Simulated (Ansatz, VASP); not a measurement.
# One calculation of Mg, two programs

```xyz
2
Lattice="3.1466 0.0000 0.0000 -1.5733 2.7250 0.0000 0.0000 0.0000 5.0387" Properties=species:S:1:pos:R:3 pbc="T T T"
Mg    0.0000    1.8167    1.2597
Mg    1.5733    0.9083    3.7790
```

Alike in both runs: functional LDA; k mesh 15 × 15 × 8; occupations gaussian, width 0.1 eV; no spin polarisation.

Ansatz relaxed the structure, and its values are those at the end. VASP's run is a single point on that final structure, the one shown.

```csv
,VASP,Ansatz
version,VASP 6.6.1,Ansatz 0.2.0
potentials or method,"VASP PAW LDA potentials, release 64 (Mg), cutoff 520 eV","scalar-relativistic, plane waves, PAW"
valence electrons in the cell,4,20
```

Ansatz gave:

- gap on the k mesh at the Fermi level (eV): none
- pressure (GPa): 0.0

**Question.** What did VASP give for the same quantities?

**Answer.** gap on the k mesh at the Fermi level (eV): none; pressure (GPa): -0.3.

Ansatz warns that its potentials were made for another functional, while VASP's fit it. LDA's correlation is that of Perdew and Zunger in VASP and of Perdew and Wang (1992) in Ansatz. A gap of «none» marks a metal or a gap that the smearing closes. VASP's potentials hold 4 valence electrons a cell and Ansatz's 20, so a difference there can come from the potentials and not from the codes.
